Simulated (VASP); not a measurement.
Here is a VASP 6.6.1 calculation.

File INCAR:

```
SYSTEM = GdO
  PREC = Accurate
  ENCUT = 520
  EDIFF = 1E-6
  ISMEAR = -1
  SIGMA = 0.1
  LREAL = .FALSE.
  LASPH = .TRUE.
  NELM = 150
  ALGO = Normal
  ISIF = 2
  LWAVE = .FALSE.
  LCHARG = .FALSE.
  ISPIN = 2
  MAGMOM = 7 0
  LORBIT = 11
  LMAXMIX = 6
  GGA = PE
  NBANDS = 23
```

Contents of KPOINTS:

```
regular mesh
0
G
  9 9 9
  0 0 0
```

The input POSCAR:

```
GdO
1.0
    0.0000000000      2.7000000000      2.7000000000
    2.7000000000      0.0000000000      2.7000000000
    2.7000000000      2.7000000000      0.0000000000
Gd O
1 1
Direct
    0.0000000000      0.0000000000      0.0000000000
    0.2500000000      0.2500000000      0.2500000000
```

Potentials or basis: VASP PAW PBE potentials, release 64 (Gd, O).

Run with:

```sh
$ cat potpaw_PBE.64/Gd/POTCAR potpaw_PBE.64/O/POTCAR > POTCAR
$ mpirun -np 1 vasp_std > vasp.out
```

Problem. Estimate the net moment.

Solution. 7.53 μB per cell.

Problem. Estimate the site moments.

Solution. Gd +6.85; O -0.02 μB.

Caveat: a cell with one magnetic atom can't hold antiferromagnetic order, which such compounds often take. The state reached can hang on the start; a lower one may exist.
